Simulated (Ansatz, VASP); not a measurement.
One calculation of GaN, two programs

The input INCAR:

```
  PREC = Accurate
  ENCUT = 520
  EDIFF = 1E-7
  ISMEAR = 0
  SIGMA = 0.05
  LREAL = F
  LASPH = T
  NELM = 60
  ALGO = Normal
  ISIF = 2
  LWAVE = F
  LCHARG = F
  GGA = PE
  NBANDS = 26
```

KPOINTS

```
regular mesh
0
Gamma
  12 12 6
```

POSCAR

```
GaN
1.0
    3.1799996605      0.0000000000      0.0000000000
   -1.5899998303      2.7539604900      0.0000000000
    0.0000000000      0.0000000000      5.1660000000
Ga N
2 2
Direct
    0.3333333333      0.6666666667      0.0000000000
    0.6666666667      0.3333333333      0.5000000000
    0.3392071251      0.6506191693      0.3750000000
    0.6725404584      0.3172858359      0.8750000000
```

Input for Ansatz:

```yaml
crystal:
  lattice:
    - [3.1799996605, 0.0, 0.0]
    - [-1.5899998303, 2.75396049, 0.0]
    - [0.0, 0.0, 5.166]
  atoms:
    - { symbol: Ga, position: [0.3333333333, 0.6666666667, 0.0] }
    - { symbol: Ga, position: [0.6666666667, 0.3333333333, 0.5] }
    - { symbol: "N", position: [0.3392071251, 0.6506191693, 0.375] }
    - { symbol: "N", position: [0.6725404584, 0.3172858359, 0.875] }
basis:
  ecutwfc: 420
kpoints:
  mp_grid: { grid: [12, 12, 6] }
hamiltonian:
  xc: pbe
scf:
  occupations: { method: gaussian, width: 0.05 }
output:
  forces: true
  stress: true
  eigenvalues: true
```

Change from the starting cell: all N atoms moved +0.062 Å, as atom 3 along Cartesian [1 -1 0].

Alike in both runs: task single point; functional PBE; k mesh 12 × 12 × 6; occupations gaussian, width 0.05 eV; no spin polarisation.

|  | VASP | Ansatz |
| --- | --- | --- |
| version | VASP 6.6.1 | Ansatz 0.2.0 |
| potentials or method | VASP PAW PBE potentials, release 64 (Ga_d, N), cutoff 520 eV | scalar-relativistic, plane waves, PAW |
| valence electrons in the cell | 36 | 36 |

Ansatz gave:

| Quantity | Value |
| --- | --- |
| gap on the k mesh at the Fermi level (eV) | 1.91 |
| least direct gap on the mesh (eV) | 1.91 |
| pressure (GPa) | 7.7 |
| traceless stress, the component that is largest in VASP (GPa) | 1.86 |
| rms of the force components (eV/Å) | 0.471 |

Which values does VASP return?

gap on the k mesh at the Fermi level (eV): 1.92; least direct gap on the mesh (eV): 1.92; pressure (GPa): 7.7; traceless stress, the component that is largest in VASP (GPa): 1.82; rms of the force components (eV/Å): 0.464.

Atom by atom the forces differ by 0.007 eV/Å (rms over components). The functional is the same, so the differences come from potentials, cutoffs and numerics.
